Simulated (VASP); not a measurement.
# AlH6 (P6/mmm) in VASP: further runs, part 2 of 2

VASP 6.6.1.

## 4. Single point, PBE

This run uses another cell than the first one, of 8.24 Å³/atom.

Contents of INCAR:

```
  ALGO = Normal
  EDIFF = 1E-6
  ENCUT = 520
  GGA = PE
  ISIF = 2
  ISMEAR = 0
  LASPH = True
  LCHARG = True
  LELF = True
  LREAL = False
  LVHAR = True
  LWAVE = False
  NBANDS = 14
  NELM = 80
  PREC = Accurate
  SIGMA = 0.1
```

Contents of KPOINTS:

```
k-points
0
Gamma
  6 6 4
```

Contents of POSCAR:

```
AlH6
1.0
    3.7154203900      0.0000000000      0.0000000000
   -1.8577101900      3.2176484400      0.0000000000
    0.0000000000      0.0000000000      4.8265946500
Al H
1 6
Direct
    0.0000000000      0.0000000000      0.0000000000
    0.3333333300      0.6666666700      0.5000000000
    0.6666666700      0.3333333300      0.5000000000
    0.5000000000      0.0000000000      0.0000000000
    0.0000000000      0.5000000000      0.0000000000
    0.5000000000      0.5000000000      0.0000000000
    0.0000000000      0.0000000000      0.5000000000
```

The run is started by

```console
> cat potpaw_PBE.64/Al/POTCAR potpaw_PBE.64/H/POTCAR > POTCAR
> mpirun -np 1 vasp_std > vasp.out
```

Run time: 8.5 s. Hardware: 1 thread of Intel Xeon 6975P-C (Granite Rapids), shared host; peak memory 0.16 GiB.

The run converged. Its results:

| Item | Value |
| --- | --- |
| Free energy | -16.8099 eV |
| Pressure | -9.5 GPa |
| Band gap on the k mesh | zero (an odd number of electrons rules out a gap without spin polarisation) |

Stress tensor (GPa, compression positive):
```
-10.06   0.00   0.00
  0.00 -10.06   0.00
  0.00   0.00  -8.29
```

Levels at points of the mesh, in eV from the Fermi level:
| k point | band 1 | band 2 | band 3 | band 4 | band 5 | band 6 | band 7 | band 8 | band 9 | band 10 |
| --- | --- | --- | --- | --- | --- | --- | --- | --- | --- | --- |
| (0.00, 0.00, 0.00) | -9.79 | -4.93 | 0.49 | 0.90 | 0.90 | 1.95 | 2.66 | 4.92 | 4.92 | 8.34 |
| (0.50, 0.00, 0.00) | -6.64 | -6.17 | -1.95 | -1.78 | -0.73 | 0.55 | 2.91 | 4.24 | 5.16 | 9.17 |
| (0.00, 0.00, 0.50) | -9.35 | -6.39 | 0.95 | 0.95 | 2.12 | 2.77 | 4.93 | 5.13 | 5.14 | 5.14 |
| (0.50, 0.00, 0.50) | -6.34 | -5.58 | -3.48 | -2.83 | -0.64 | 1.05 | 2.33 | 7.20 | 7.48 | 8.80 |

Caveat: the cell stands under tension.

## 5. Relaxation of cell and atoms, PBE

Contents of INCAR:

```
ALGO = Normal
EDIFF = 1E-6
EDIFFG = -0.04
ENCUT = 600
GGA = PE
IBRION = 2
ISIF = 3
ISMEAR = 0
LASPH = T
LCHARG = F
LREAL = F
LWAVE = F
NELM = 60
NSW = 90
PREC = Accurate
SIGMA = 0.1
```

Contents of KPOINTS:

```
k-points
0
Gamma
  6 6 6
```

Contents of POSCAR:

```
AlH6
1.0
    3.5798603951      0.0000000000      0.0000000000
   -1.7899301975      3.1002500441      0.0000000000
    0.0000000000      0.0000000000      3.7268431623
Al H
1 6
Direct
    0.0000000000      0.0000000000      0.0000000000
    0.3333333333      0.6666666667      0.5000000000
    0.6666666667      0.3333333333      0.5000000000
    0.5000000000      0.0000000000      0.0000000000
    0.0000000000      0.5000000000      0.0000000000
    0.5000000000      0.5000000000      0.0000000000
    0.0000000000      0.0000000000      0.5000000000
```

Potentials or basis: VASP PAW PBE potentials, release 64 (Al, H).

The run is started by

```console
> cat potpaw_PBE.64/Al/POTCAR potpaw_PBE.64/H/POTCAR > POTCAR
> mpirun -np 1 vasp_std > vasp.out
```

OUTCAR:

```text
EDIFF = 1E-6
   EDIFFG = -0.04
   ENCUT = 600
   GGA = PE
   IBRION = 2
   ISIF = 3
   ISMEAR = 0
   LASPH = T
   LREAL = F
   NELM = 60
   NSW = 90
   PREC = Accurate

 ion  position               nearest neighbor table
   1  0.000  0.000  0.000-   5 1.79   5 1.79   6 1.79   6 1.79   4 1.79   4 1.79   7 1.86   7 1.86

   2  0.333  0.667  0.500-
   3  0.667  0.333  0.500-
   4  0.500  0.000  0.000-   1 1.79   1 1.79
   5  0.000  0.500  0.000-   1 1.79   1 1.79
   6  0.500  0.500  0.000-   1 1.79   1 1.79
   7  0.000  0.000  0.500-   1 1.86   1 1.86

  LATTYP: Found a hexagonal cell.
 ALAT       =     3.5798603951
 C/A-ratio  =     1.0410582400

  Lattice vectors:

 A1 = (   3.5798603951,   0.0000000000,   0.0000000000)
 A2 = (  -1.7899301975,   3.1002500441,   0.0000000000)
 A3 = (   0.0000000000,   0.0000000000,   3.7268431623)

Analysis of symmetry for initial positions (statically):
=====================================================================
 Subroutine PRICEL returns:
 Original cell was already a primitive cell.

 Routine SETGRP: Setting up the symmetry group for a
 hexagonal supercell.

 Subroutine GETGRP returns: Found 24 space group operations
 (whereof 24 operations were pure point group operations)
 out of a pool of 24 trial point group operations.

The static configuration has the point symmetry D_6h.

Analysis of symmetry for dynamics (positions and initial velocities):
=====================================================================
 Subroutine PRICEL returns:
 Original cell was already a primitive cell.

 Routine SETGRP: Setting up the symmetry group for a
 hexagonal supercell.

 Subroutine GETGRP returns: Found 24 space group operations
 (whereof 24 operations were pure point group operations)
 out of a pool of 24 trial point group operations.

The dynamic configuration has the point symmetry D_6h.

 Subroutine INISYM returns: Found 24 space group operations
 (whereof 24 operations are pure point group operations),
 and found     1 'primitive' translations

[... 137 lines left out ...]
 Gauss-broadening in eV      SIGMA  =   0.10
  energy-cutoff  :      600.00
  volume of cell :       41.36
 maximum number of plane-waves:      1413
 NGX is ok and might be reduce to    30
   NGX = 15   NGY = 15   NGZ = 15

--------------------------------------- Ionic step        1  -------------------------------------------

 number of electron       9.0000003 magnetization

 Free energy of the ion-electron system (eV)
  ---------------------------------------------------
  ext. energy  EPLUGINS =         0.00000000
  ---------------------------------------------------
  free energy    TOTEN  =       -17.46100541 eV

  energy without entropy =      -17.45299645  energy(sigma->0) =      -17.45700093

------------------------ aborting loop because EDIFF is reached ----------------------------------------

  FORCE on cell =-STRESS in cart. coord.  units (eV):
  Direction    XX          YY          ZZ          XY          YZ          ZX
  --------------------------------------------------------------------------------------
  -------------------------------------------------------------------------------------
  Total       -0.3082003     -0.3082003      0.5542983     -0.0000000     -0.0000000      0.0000000
  in kB      -11.9382230    -11.9382230     21.4708986     -0.0000000     -0.0000000      0.0000000
  external PRESSURE =      -0.8018491 kB  Pullay stress =       0.0000000 kB
[... 69 lines left out ...]
--------------------------------------- Ionic step        3  -------------------------------------------

 number of electron       9.0000005 magnetization

 Free energy of the ion-electron system (eV)
  ---------------------------------------------------
  ext. energy  EPLUGINS =         0.00000000
  ---------------------------------------------------
  free energy    TOTEN  =       -17.46709809 eV

  energy without entropy =      -17.46121258  energy(sigma->0) =      -17.46415533

 E-fermi :   2.6347     XC(G=0):  -9.7800

 val. band max:        2.4056522570   @ k =   0.3333   0.1667   0.1667
 cond. band min:       2.6951414634   @ k =   0.3333   0.1667   0.3333
 fundamental gap:      0.2894892064
 Fermi energy:         2.6347470890

 k-point     1 :       0.0000    0.0000    0.0000
  band No.  band energies     occupation
      1      -9.0696      2.00000
      2      -1.4354      2.00000
      3       3.3514      0.00000
      4       3.3514      0.00000
      5       3.8156      0.00000
      6       4.2912      0.00000
      7       5.0406      0.00000
      8       7.6158      0.00000
[... 243 lines left out ...]
 k-point    24 :       0.3333    0.0000    0.5000
  band No.  band energies     occupation
      1      -5.9758      2.00000
      2      -3.8039      2.00000
      3      -1.1296      2.00000
      4       0.8497      2.00000
      5       2.3027      2.00000
      6       3.6277      0.00000
      7       5.9839      0.00000
      8       9.9769      0.00000

 [... further k-points ...]
[... 5 lines left out ...]
  --------------------------------------------------------------------------------------
  -------------------------------------------------------------------------------------
  Total        0.1851864      0.1851864      0.1060899      0.0000000      0.0000000      0.0000000
  in kB        7.1862525      7.1862525      4.1168723      0.0000000      0.0000000      0.0000000
  external PRESSURE =       6.1631258 kB  Pullay stress =       0.0000000 kB
[... 22 lines left out ...]
  FREE ENERGIE OF THE ION-ELECTRON SYSTEM (eV)
  ---------------------------------------------------
  free  energy   TOTEN  =       -17.4670980862 eV

  energy  without entropy=      -17.4612125778  energy(sigma->0) =      -17.46415533

 reached required accuracy - stopping structural energy minimisation
```

OSZICAR:

```text
N       E                     dE             d eps       ncg     rms          rms(c)
DAV:   1     0.147035712089E+01    0.14704E+01   -0.37961E+03   448   0.926E+02
DAV:   2    -0.177660732607E+02   -0.19236E+02   -0.18945E+02   616   0.912E+01
DAV:   3    -0.181687838728E+02   -0.40271E+00   -0.38564E+00   544   0.191E+01
[... 21 lines left out ...]
DAV:   2    -0.174671002006E+02    0.45336E-02   -0.27325E-02   536   0.124E+00    0.128E-01
DAV:   3    -0.174670322354E+02    0.67965E-04   -0.19500E-03   464   0.374E-01    0.652E-02
DAV:   4    -0.174670846847E+02   -0.52449E-04   -0.23029E-04   480   0.118E-01    0.262E-02
DAV:   5    -0.174670977566E+02   -0.13072E-04   -0.14416E-05   504   0.333E-02    0.512E-03
DAV:   6    -0.174670980862E+02   -0.32959E-06   -0.16444E-06   240   0.942E-03
   3 F= -.17467098E+02 E0= -.17464155E+02  d E =-.609268E-02
```

CONTCAR:

```text
AlH6
   1.00000000000000
     3.5507411619468208   -0.0000000000004696    0.0000000000000000
    -1.7753705809242237    3.0750320484522846   -0.0000000000000000
     0.0000000000000000   -0.0000000000000000    3.7813643734143625
  Al              H
     1     6
Direct
     0.0000000000000000    1.0000000000000000    0.0000000000000000
     0.3333333332999970    0.6666666667000030    0.5000000000000000
     0.6666666667000030    0.3333333332999970    0.5000000000000000
     0.5000000000000000    1.0000000000000000    0.0000000000000000
     0.0000000000000000    0.5000000000000000    0.0000000000000000
     0.5000000000000000    0.5000000000000000    0.0000000000000000
     0.0000000000000000    1.0000000000000000    0.5000000000000000

  0.00000000E+00  0.00000000E+00  0.00000000E+00
  0.00000000E+00  0.00000000E+00  0.00000000E+00
  0.00000000E+00  0.00000000E+00  0.00000000E+00
  0.00000000E+00  0.00000000E+00  0.00000000E+00
  0.00000000E+00  0.00000000E+00  0.00000000E+00
  0.00000000E+00  0.00000000E+00  0.00000000E+00
  0.00000000E+00  0.00000000E+00  0.00000000E+00
```

It took 13 s on 1 thread of Intel Xeon 6975P-C (Granite Rapids), shared host; peak memory 0.16 GiB.

What came out:

* Free energy: -17.4671 eV
* Relaxed volume: 5.90 Å³/atom
* Relaxed cell: a = 3.551 Å, b = 3.551 Å, c = 3.781 Å, α = 90.00°, β = 90.00°, γ = 120.00°
* Space group after relaxing (to 0.1 Å): P6/mmm (No. 191)
* Energy gained by relaxing: 0.9 meV/atom
* Ionic steps: 3
* Pressure after relaxing: 0.6 GPa
* Band gap on the k mesh: zero (an odd number of electrons rules out a gap without spin polarisation)

Stress tensor (GPa, compression positive):
```
0.72 0.00 0.00
0.00 0.72 0.00
0.00 0.00 0.41
```

The path:
```csv
step,energy change (eV),largest force (eV/Å),pressure (GPa),volume (Å³)
1,0.0000,0.0000,-0.08,41.36
2,-0.0030,0.0000,0.09,41.34
3,-0.0061,0.0000,0.62,41.29
```

Final structure:
```
Al H
1.0
     3.55074    0.00000    0.00000
    -1.77537    3.07503    0.00000
     0.00000    0.00000    3.78136
Al H
1 6
Direct
  0.00000 0.00000 0.00000
  0.33333 0.66667 0.50000
  0.66667 0.33333 0.50000
  0.50000 0.00000 0.00000
  0.00000 0.50000 0.00000
  0.50000 0.50000 0.00000
  0.00000 0.00000 0.50000
```

## 6. The runs side by side

| task | cell | k mesh | cutoff (eV) | gap on the mesh (eV) | pressure (GPa) |
| --- | --- | --- | --- | --- | --- |
| single point | a = 3.580, b = 3.580, c = 3.727 Å, angles 90.0, 90.0, 120.0°, 7 atoms | 6 × 6 × 4 | 520 | none | -0.6 |
| single point | a = 3.561, b = 3.561, c = 3.794 Å, angles 90.0, 90.0, 120.0°, 7 atoms | 6 × 6 × 6 | 520 | none | -0.2 |
| single point | a = 3.715, b = 3.715, c = 4.827 Å, angles 90.0, 90.0, 120.0°, 7 atoms | 6 × 6 × 4 | 520 | none | -9.5 |
| relaxation of cell and atoms | relaxed from a = 3.580, b = 3.580, c = 3.727 Å, angles 90.0, 90.0, 120.0°, 7 atoms | 6 × 6 × 6 | 600 | none | 0.6 |

Alike in all rows: level PBE; potentials or basis VASP PAW PBE potentials, release 64 (Al, H); no spin polarisation; smearing gaussian 0.1 eV.

Caveats: some runs use coarse meshes; the cell stands under tension (at least some runs).

Absolute energies hang on the potentials; compare differences alone.
